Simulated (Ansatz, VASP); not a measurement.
BeTe in VASP and in Ansatz

INCAR

```
PREC     = Accurate       # precision mode
ENCUT    = 600            # plane-wave cutoff, eV
EDIFF    = 1E-6           # SCF threshold, eV
ISMEAR   = 0              # smearing method
SIGMA    = 0.05           # smearing width, eV
LREAL    = F              # projectors in reciprocal space
LASPH    = T              # aspherical terms in the spheres
NELM     = 120            # most SCF steps
ALGO     = Normal         # electronic algorithm
ISIF     = 2              # what is computed and relaxed
LWAVE    = F              # write WAVECAR
LCHARG   = F              # write CHGCAR
GGA      = RP             # functional
IVDW     = 13             # dispersion correction
NBANDS   = 11             # bands
GGA_COMPAT= F
```

Contents of KPOINTS:

```
Automatic mesh
0
Gamma
  8 8 8
```

File POSCAR:

```
BeTe
1.0
    0.0000000000      2.7798209490      2.7798209490
    2.7798209490      0.0000000000      2.7798209490
    2.7798209490      2.7798209490      0.0000000000
Be Te
1 1
Direct
    0.0000000000      0.0000000000      0.0000000000
    0.7500000000      0.7500000000      0.7500000000
```

Input for Ansatz:

```yaml
crystal:
  lattice:
    - [0.0, 2.779820949, 2.779820949]
    - [2.779820949, 0.0, 2.779820949]
    - [2.779820949, 2.779820949, 0.0]
  atoms:
    - { symbol: Be, position: [0.0, 0.0, 0.0] }
    - { symbol: Te, position: [0.75, 0.75, 0.75] }
basis:
  ecutwfc: 420
  ecutrho_ratio: 4
kpoints:
  mp_grid: { grid: [8, 8, 8] }
hamiltonian:
  xc: rpbe
  dispersion: d4
scf:
  occupations: { method: gaussian, width: 0.05 }
output:
  forces: true
  stress: true
  eigenvalues: true
```

Alike in both runs: task single point; functional RPBE; dispersion D4; k mesh 8 × 8 × 8; occupations gaussian, width 0.05 eV; no spin polarisation.

```csv
,VASP,Ansatz
version,VASP 6.6.1,Ansatz 0.2.0
potentials or method,"VASP PAW PBE potentials, release 64 (Be, Te), cutoff 600 eV","scalar-relativistic, plane waves, PAW"
valence electrons in the cell,8,18
```

Ansatz gave:

```
gap on the k mesh at the Fermi level (eV) : 1.98
least direct gap on the mesh (eV)         : 3.62
pressure (GPa)                            : 0.0
```

**Question.** What did VASP give for the same quantities?

**Answer.** gap on the k mesh at the Fermi level (eV): 1.96; least direct gap on the mesh (eV): 3.60; pressure (GPa): 0.1.

VASP's potentials were made for PBE, not for RPBE. VASP's potentials hold 8 valence electrons a cell and Ansatz's 18, so a difference there can come from the potentials and not from the codes.

Spin-orbit coupling is off throughout.
